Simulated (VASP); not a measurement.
Here is a VASP 6.6.1 calculation.

Contents of INCAR:

```
  ALGO = Normal
  EDIFF = 1E-6
  ENCUT = 520
  GGA = PE
  ISIF = 2
  ISMEAR = 0
  LASPH = T
  LCHARG = T
  LELF = T
  LREAL = F
  LVHAR = T
  LWAVE = F
  NBANDS = 26
  NELM = 100
  PREC = Accurate
  SIGMA = 0.02
```

Contents of KPOINTS:

```
k-points
0
Gamma
  8 8 8
```

Contents of POSCAR:

```
CdS
1.0
    0.0000000000      3.8357911129      6.4472730065
    1.9572944445      0.0000000000      6.4472730065
    1.9572944445      3.8357911129      0.0000000000
Cd S
2 2
Direct
    0.5677104940      0.5677104940      0.9322895060
    0.3177104940      0.3177104940      0.6822895060
    0.6822895060      0.6822895060      0.3177104940
    0.9322895060      0.9322895060      0.5677104940
```

Potentials or basis: VASP PAW PBE potentials, release 64 (Cd, S).

Run with:

```console
$ cat potpaw_PBE.64/Cd/POTCAR potpaw_PBE.64/S/POTCAR > POTCAR
$ mpirun -np 1 vasp_std > vasp.out
```

**Question.** Predict the band gap on the k mesh.

**Answer.** 0.68 eV.

**Question.** Estimate the pressure.

**Answer.** -1.3 GPa.

A k mesh can miss the band edges.
